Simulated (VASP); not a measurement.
# MgO (P6_3mc) in VASP: further runs

Runs on MgO. Level: PBE. Tasks: single point.

All numbers are computed with VASP 6.6.1; they aren't measurements. Logs are shortened: lines on timing, memory, paths and dates and some standing lists are left out, and cuts for length are marked.

## (1) The cell of the first run

The structure is hexagonal, space group P6_3mc (No. 186). Conventional cell: a = 3.477 Å, b = 3.477 Å, c = 4.656 Å, α = 90.00°, β = 90.00°, γ = 120.00°. Mg (site symmetry 3m) has 4 O at 1.96 to 2.04 Å within 2.6 Å. O (site symmetry 3m) has 4 Mg at 1.96 to 2.04 Å within 2.6 Å.

## (2) Single point, PBE (c/a of the conventional cell at fixed volume 1.3389)

INCAR reads:

```
PREC     = Accurate       # precision mode
ENCUT    = 520            # plane-wave cutoff, eV
EDIFF    = 1E-6           # SCF threshold, eV
ISMEAR   = 0              # smearing method
SIGMA    = 0.05           # smearing width, eV
LREAL    = False          # projectors in reciprocal space
LASPH    = True           # aspherical terms in the spheres
NELM     = 60             # most SCF steps
ALGO     = Normal         # electronic algorithm
ISIF     = 2              # what is computed and relaxed
LWAVE    = False          # write WAVECAR
LCHARG   = False          # write CHGCAR
GGA      = PE             # functional
NBANDS   = 16             # bands
```

KPOINTS reads:

```
regular mesh
0
Gamma
  9 9 6
```

POSCAR reads:

```
MgO
1.0
    3.4772157108      0.0000000000      0.0000000000
   -1.7386078554      3.0113571399      0.0000000000
    0.0000000000      0.0000000000      4.6556441151
Mg O
2 2
Direct
    0.3333333333      0.6666666667     -0.0229692219
    0.6666666667      0.3333333333      0.4770307781
    0.3333333333      0.6666666667      0.3982811987
    0.6666666667      0.3333333333      0.8982811987
```

Potentials or basis: VASP PAW PBE potentials, release 64 (Mg, O).

Run with:

```bash
$ cat potpaw_PBE.64/Mg/POTCAR potpaw_PBE.64/O/POTCAR > POTCAR
$ mpirun -np 1 vasp_std > vasp.out
```

OUTCAR:

```text
PREC = Accurate
   ENCUT = 520
   EDIFF = 1E-6
   ISMEAR = 0
   LREAL = False
   LASPH = True
   NELM = 60
   ISIF = 2
   GGA = PE

 ion  position               nearest neighbor table
   1  0.333  0.667  0.977-   3 1.96   4 2.04   4 2.04   4 2.04   3 2.69   2 3.07   2 3.07   2 3.07
                             2 3.07   2 3.07   2 3.07
   2  0.667  0.333  0.477-   4 1.96   3 2.04   3 2.04   3 2.04   4 2.69   1 3.07   1 3.07   1 3.07
                             1 3.07   1 3.07   1 3.07
   3  0.333  0.667  0.398-   1 1.96   2 2.04   2 2.04   2 2.04   1 2.69
   4  0.667  0.333  0.898-   2 1.96   1 2.04   1 2.04   1 2.04   2 2.69

  LATTYP: Found a hexagonal cell.
 ALAT       =     3.4772157108
 C/A-ratio  =     1.3389000000

  Lattice vectors:

 A1 = (   3.4772157108,   0.0000000000,   0.0000000000)
 A2 = (  -1.7386078554,   3.0113571399,   0.0000000000)
 A3 = (   0.0000000000,   0.0000000000,   4.6556441151)

Analysis of symmetry for initial positions (statically):
=====================================================================
 Subroutine PRICEL returns:
 Original cell was already a primitive cell.

 Routine SETGRP: Setting up the symmetry group for a
 hexagonal supercell.

 Subroutine GETGRP returns: Found 12 space group operations
 (whereof  6 operations were pure point group operations)
 out of a pool of 24 trial point group operations.

The static configuration has the point symmetry C_3v.
 The point group associated with its full space group is C_6v.

Analysis of symmetry for dynamics (positions and initial velocities):
=====================================================================
 Subroutine PRICEL returns:
 Original cell was already a primitive cell.

 Routine SETGRP: Setting up the symmetry group for a
 hexagonal supercell.

 Subroutine GETGRP returns: Found 12 space group operations
 (whereof  6 operations were pure point group operations)
 out of a pool of 24 trial point group operations.

The dynamic configuration has the point symmetry C_3v.
 The point group associated with its full space group is C_6v.

 Subroutine INISYM returns: Found 12 space group operations
 (whereof  6 operations are pure point group operations),
 and found     1 'primitive' translations

----------------------------------------------------------------------------------------

                                     Primitive cell

  volume of cell :      48.7499

  direct lattice vectors                    reciprocal lattice vectors
     3.477215711  0.000000000  0.000000000     0.287586415  0.166038094  0.000000000
    -1.738607855  3.011357140  0.000000000     0.000000000  0.332076188  0.000000000
     0.000000000  0.000000000  4.655644115     0.000000000  0.000000000  0.214793050

  length of vectors
     3.477215711  3.477215711  4.655644115     0.332076188  0.332076188  0.214793050

  position of ions in fractional coordinates (direct lattice)
     0.333333333  0.666666667  0.977030778
     0.666666667  0.333333333  0.477030778
     0.333333333  0.666666667  0.398281199
     0.666666667  0.333333333  0.898281199

  ion indices of the primitive-cell ions
   primitive index   ion index
                 1           1
                 2           2
                 3           3
                 4           4

----------------------------------------------------------------------------------------

 KPOINTS: regular mesh

Automatic generation of k-mesh.
 Grid dimensions read from file:
 generate k-points for:    9    9    6

 Generating k-lattice:

  Cartesian coordinates                     Fractional coordinates (reciprocal lattice)
     0.031954046  0.018448677  0.000000000     0.111111111  0.000000000  0.000000000
     0.000000000  0.036897354  0.000000000     0.000000000  0.111111111  0.000000000
     0.000000000  0.000000000  0.035798842     0.000000000  0.000000000  0.166666667

  Length of vectors
     0.036897354  0.036897354  0.035798842

  Shift w.r.t. Gamma in fractional coordinates (k-lattice)
     0.000000000  0.000000000  0.000000000

 Subroutine IBZKPT returns following result:
 ===========================================

 Found     48 irreducible k-points:

 Following reciprocal coordinates:
            Coordinates               Weight
  0.000000  0.000000  0.000000      1.000000
  0.111111 -0.000000  0.000000      6.000000
  0.222222  0.000000  0.000000      6.000000
  0.333333  0.000000  0.000000      6.000000
  0.444444  0.000000  0.000000      6.000000
  0.111111  0.111111  0.000000      6.000000
[... 16 lines left out ...]
  0.333333  0.222222  0.166667     24.000000
  0.333333  0.333333  0.166667      4.000000
 [... further k-points ...]
   k-points           NKPTS =     48   k-points in BZ     NKDIM =     48   number of bands    NBANDS=     16
   number of dos      NEDOS =    301   number of ions     NIONS =      4
   total plane-waves  NPLWV =  28224
   dimension x,y,z NGX =    28 NGY =   28 NGZ =   36
   dimension x,y,z NGXF=    56 NGYF=   56 NGZF=   72
   ions per type =               2   2
   NGX,Y,Z   is equivalent  to a cutoff of  13.39, 13.39, 12.86 a.u.
   NGXF,Y,Z  is equivalent  to a cutoff of  26.77, 26.77, 25.71 a.u.
 SYSTEM =  unknown system
   PREC   = accura    normal or accurate (medium, high low for compatibility)
   ISTART =      0    job   : 0-new  1-cont  2-samecut
   ICHARG =      2    charge: 1-file 2-atom 10-const
   ISPIN  =      1    spin polarized calculation?
   LNONCOLLINEAR =      F non collinear calculations
   LSORBIT =      F    spin-orbit coupling
   LASPH  =      T    aspherical Exc in radial PAW
   ENCUT  =  520.0 eV  38.22 Ry    6.18 a.u.   6.47  6.47  8.66*2*pi/ulx,y,z
   NELM   =     60;   NELMIN=  2; NELMDL= -5     # of ELM steps
   EDIFF  = 0.1E-05   stopping-criterion for ELM
   LREAL  =      F    real-space projection
   EDIFFG = 0.1E-04   stopping-criterion for IOM
   NSW    =      0    number of steps for IOM
   IBRION =     -1    ionic relax: 0-MD 1-quasi-New 2-CG
   NFREE  =      0    steps in history (QN), initial steepest desc. (CG)
   ISIF   =      2    stress and relaxation
   ISYM   =      2    0-nonsym 1-usesym 2-fastsym
   POTIM  = 0.5000    time-step for ionic-motion
   TEBEG  =    0.0;   TEEND  =   0.0 temperature during run
   PSTRESS=    0.0 pullay stress
   NELECT =      16.0000    total number of electrons
   NUPDOWN=      -1.0000    fix difference up-down
   EMIN   =  10.00;   EMAX   =-10.00  energy-range for DOS
   EFERMI =   0.00;   METHOD = LEGACY
   ISMEAR =     0;   SIGMA  =   0.05  broadening in eV -4-tet -1-fermi 0-gaus
   EFERMI_NEDOS =   21; number of points for ismear=-14 and -15
   IALGO  =     38    algorithm
   IMIX   =      4    mixing-type and parameters
     AMIX     =   0.40;   BMIX     =  1.00
     AMIX_MAG =   1.60;   BMIX_MAG =  1.00
  volume/ion in A,a.u.               =      12.19        82.25
  Fermi-wavevector in a.u.,A,eV,Ry     =   1.129250  2.133974 17.350238  1.275207
  Thomas-Fermi vector in A             =   2.265943
   LORBIT       =      0    0 simple, 1 ext, 2 COOP (PROOUT), +10 PAW based schemes
   GGA     = PE    functional components
   LHFCALC =     F    Hartree Fock is set to
   AEXX    =    0.0000 exact exchange contribution
   IVDW    =     0    specifies the selected vdW correction
   LEPSILON=     F    determine dielectric tensor
   LRPA    =     F    only Hartree local field effects (RPA)
 non-spin polarized calculation
 Gauss-broadening in eV      SIGMA  =   0.05
  energy-cutoff  :      520.00
  volume of cell :       48.75
 maximum number of plane-waves:      1338
 NGX is ok and might be reduce to    28
   NGX = 13   NGY = 13   NGZ = 17

 number of electron      15.9999997 magnetization

 Free energy of the ion-electron system (eV)
  ---------------------------------------------------
  ext. energy  EPLUGINS =         0.00000000
  ---------------------------------------------------
  free energy    TOTEN  =       -23.44438988 eV

  energy without entropy =      -23.44438988  energy(sigma->0) =      -23.44438988

 E-fermi :   1.5132     XC(G=0):  -9.6149

 val. band max:        1.2241383656   @ k =   0.0000   0.0000   0.0000
 cond. band min:       4.2662318944   @ k =   0.0000   0.0000   0.0000
 fundamental gap:      3.0420935288
 Fermi energy:         1.5131639100

 k-point     1 :       0.0000    0.0000    0.0000
  band No.  band energies     occupation
      1     -15.1668      2.00000
      2     -14.2144      2.00000
      3      -2.0190      2.00000
      4       0.0044      2.00000
      5       0.0044      2.00000
      6       0.5694      2.00000
[... 8 lines left out ...]
     15      16.4140      0.00000
     16      16.6488      0.00000

 k-point     2 :       0.1111   -0.0000    0.0000
  band No.  band energies     occupation
      1     -15.1145      2.00000
      2     -14.2108      2.00000
      3      -1.9190      2.00000
      4      -0.2268      2.00000
      5      -0.0790      2.00000
      6       0.2378      2.00000
[... 8 lines left out ...]
     15      16.3787      0.00000
     16      16.4551      0.00000

 k-point     3 :       0.2222    0.0000    0.0000
  band No.  band energies     occupation
      1     -14.9717      2.00000
      2     -14.2091      2.00000
      3      -1.6369      2.00000
      4      -0.8726      2.00000
      5      -0.2555      2.00000
      6      -0.2368      2.00000
[... 8 lines left out ...]
     15      15.5282      0.00000
     16      15.5446      0.00000
[... 362 lines left out ...]
 k-point    23 :       0.3333    0.2222    0.1667
  band No.  band energies     occupation
      1     -14.5131      2.00000
      2     -14.3281      2.00000
      3      -1.8010      2.00000
      4      -1.2811      2.00000
      5      -0.9340      2.00000
      6      -0.0898      2.00000
[... 8 lines left out ...]
     15      14.4217      0.00000
     16      16.5022      0.00000

 k-point    24 :       0.3333    0.3333    0.1667
  band No.  band energies     occupation
      1     -14.4052      2.00000
      2     -14.4052      2.00000
      3      -1.7005      2.00000
      4      -1.2067      2.00000
      5      -1.2067      2.00000
      6      -0.0568      2.00000
[... 8 lines left out ...]
     15      14.4069      0.00000
     16      17.2249      0.00000

 [... further k-points ...]

------------------------ aborting loop because EDIFF is reached ----------------------------------------

  FORCE on cell =-STRESS in cart. coord.  units (eV):
  Direction    XX          YY          ZZ          XY          YZ          ZX
  --------------------------------------------------------------------------------------
  -------------------------------------------------------------------------------------
  Total       -1.8881938     -1.8881938      1.0876942      0.0000000      0.0000000     -0.0000000
  in kB      -62.0559553    -62.0559553     35.7473383      0.0000000      0.0000000     -0.0000000
  external PRESSURE =     -29.4548574 kB  Pullay stress =       0.0000000 kB

 VOLUME and BASIS-vectors are now :
 -----------------------------------------------------------------------------
  energy-cutoff  :      520.00
  volume of cell :       48.75
      direct lattice vectors                 reciprocal lattice vectors
     3.477215711  0.000000000  0.000000000     0.287586415  0.166038094  0.000000000
    -1.738607855  3.011357140  0.000000000     0.000000000  0.332076188  0.000000000
     0.000000000  0.000000000  4.655644115     0.000000000  0.000000000  0.214793050

 POSITION                                       TOTAL-FORCE (eV/Angst)
 -----------------------------------------------------------------------------------
     -0.00000      2.00757      4.54871        -0.000000      0.000000     -0.571244
      1.73861      1.00379      2.22089         0.000000      0.000000     -0.571244
     -0.00000      2.00757      1.85426        -0.000000      0.000000      0.571244
      1.73861      1.00379      4.18208         0.000000     -0.000000      0.571244
 -----------------------------------------------------------------------------------
    total drift:                               -0.000000      0.000000     -0.000460

  FREE ENERGIE OF THE ION-ELECTRON SYSTEM (eV)
  ---------------------------------------------------
  free  energy   TOTEN  =       -23.4443898754 eV

  energy  without entropy=      -23.4443898754  energy(sigma->0) =      -23.44438988
```

Wall time 14 s (1 thread of Intel Xeon 6975P-C (Granite Rapids), shared host); peak memory 0.18 GiB.

What came out:

```yaml
Free_energy: -23.4444 eV
Pressure: -2.9 GPa
Largest_force: 0.571 eV/Å
Band_gap_on_the_k_mesh: 3.04 eV, direct
```

Forces in eV/Å, atoms in the order of the input:
```
Mg   0.000  0.000 -0.571
Mg   0.000  0.000 -0.571
O    0.000  0.000  0.571
O    0.000  0.000  0.571
```

Levels at points of the mesh, in eV from the valence-band top:
```tsv
k point	band 4	band 5	band 6	band 7	band 8	band 9	band 10	band 11	band 12	band 13
(0.00, 0.00, 0.00)	-1.22	-1.22	-0.65	-0.65	0.00	3.04	8.19	10.65	12.68	12.68
(0.00, 0.00, 0.50)	-2.09	-0.95	-0.95	-0.95	-0.95	5.73	5.73	13.12	13.12	13.12
```

 A k mesh can miss the band edges.

(Continued in part 2 of 2.)
